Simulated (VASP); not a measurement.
Write the native input for VASP 6.6.1 that does the following.

| Item | Value |
| --- | --- |
| Task | single point |
| Functional | PBE |
| Potentials or basis | VASP PAW PBE potentials, release 64 (Mo_sv, Ru_pv) |
| Cutoff | 520 eV |
| k mesh | 12 × 12 × 8 |
| Occupations | gaussian, width 0.1 eV |
| Spin | no spin polarisation |
| Dipole correction | no |
| Further INCAR settings | ALGO = Fast; EDIFF = 1e-06; NBANDS = 51 |

The structure of MoRu2 lies in POSCAR:

```
MoRu2
1.0
    4.7810988393      0.0000000000      0.0000000000
   -2.3905494196      4.1405530528      0.0000000000
    0.0000000000      0.0000000000      4.3736523637
Mo Ru
2 4
Direct
    0.6666666667      0.3333333333      0.0000000000
    0.3333333333      0.6666666667      0.0000000000
    0.0000000000      0.0000000000      0.0000000000
    0.0000000000      0.3308130254      0.5000000000
    0.6691869746      0.6691869746      0.5000000000
    0.3308130254      0.0000000000      0.5000000000
```

The input as run:

INCAR

```
SYSTEM = MoRu2
PREC = Accurate
ENCUT = 520
EDIFF = 1E-6
ISMEAR = 0
SIGMA = 0.1
LREAL = .FALSE.
LASPH = .TRUE.
NELM = 100
ALGO = Fast
ISIF = 2
LWAVE = .FALSE.
LCHARG = .FALSE.
GGA = PE
NBANDS = 51
```

KPOINTS

```
regular mesh
0
G
  12 12 8
  0 0 0
```

Potentials or basis: VASP PAW PBE potentials, release 64 (Mo_sv, Ru_pv).

The run is started by

```bash
$ cat potpaw_PBE.64/Mo_sv/POTCAR potpaw_PBE.64/Ru_pv/POTCAR > POTCAR
$ mpirun -np 1 vasp_std > vasp.out
```

Results of the run:

| Property | Result |
| --- | --- |
| Pressure | 0.2 GPa |
| Largest force | 0.007 eV/Å |
| Band gap on the k mesh | zero (bands 42 and 43 overlap by 0.81 eV) |

Run time: 13 min on 1 thread of Intel Xeon 8259CL, on a shared host, peak memory 0.44 GiB.
